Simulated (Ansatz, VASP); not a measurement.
FeSi in VASP and in Ansatz

```
CELL_PARAMETERS angstrom
4.35723 0.00000 0.00000
0.00000 4.35723 0.00000
0.00000 0.00000 4.35723
ATOMIC_POSITIONS crystal
Fe 0.13732 0.13732 0.13732
Fe 0.36268 0.86268 0.63732
Fe 0.63732 0.36268 0.86268
Fe 0.86268 0.63732 0.36268
Si 0.84132 0.84132 0.84132
Si 0.65868 0.15868 0.34132
Si 0.34132 0.65868 0.15868
Si 0.15868 0.34132 0.65868
```

Alike in both runs: task relaxation of the atoms; functional PBE; k mesh 8 × 8 × 8; occupations gaussian, width 0.01 eV; no spin polarisation.

```csv
,VASP,Ansatz
version,VASP 6.6.1,Ansatz 0.2.0
potentials or method,"VASP PAW PBE potentials, release 64 (Fe, Si), cutoff 520 eV","scalar-relativistic, plane waves, PAW"
valence electrons in the cell,48,80
```

```tsv
	VASP	Ansatz	Ansatz less VASP
gap on the k mesh at the Fermi level, each at its own relaxed structure (eV)	0.15	0.16	+0.008
```

VASP's potentials hold 48 valence electrons a cell and Ansatz's 80, so a difference there can come from the potentials and not from the codes. Ansatz's warnings: stress scf threshold loose.
